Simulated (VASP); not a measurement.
The system is W.

```
W
1.0
     0.00000    2.00602    2.00602
     2.00602    0.00000    2.00602
     2.00602    2.00602    0.00000
W
1
Direct
  0.00000 0.00000 0.00000
```

This isn't the form of W at room conditions, which is bcc.

| Item | Value |
| --- | --- |
| Program | VASP 6.6.1 |
| Task | relaxation of cell and atoms |
| Functional | PBE |
| Potentials or basis | VASP PAW PBE potentials, release 64 (W_sv) |
| Cutoff | 600 eV |
| k mesh | 18 × 18 × 18 |
| Occupations | fermi-dirac, width 0.05 eV |
| Spin | no spin polarisation |

At the start: pressure 6.2 GPa; volume 16.14 Å³/atom.

Q: How do energy, volume and symmetry change on relaxing?

A: Over 4 steps the energy falls by 6.3 meV/atom and the volume is 16.48 Å³/atom (+2.1 %); space group Fm-3m (No. 225, to 0.1 Å) before and after.

Step by step:
```
step  energy change (eV)  largest force (eV/Å)  pressure (GPa)  volume (Å³)
   1              0.0000                0.0000            6.18        16.15
   2              0.0591                0.0000          -16.95        17.64
   3             -0.0063                0.0000           -0.14        16.49
   4             -0.0063                0.0000           -0.04        16.48
```

Final structure:
```yaml
crystal:
  lattice:
    - [0.00000, 2.01988, 2.01988]
    - [2.01988, 0.00000, 2.01988]
    - [2.01988, 2.01988, 0.00000]
  atoms:
    - { symbol: W, position: [0.00000, 0.00000, 0.00000] }
```
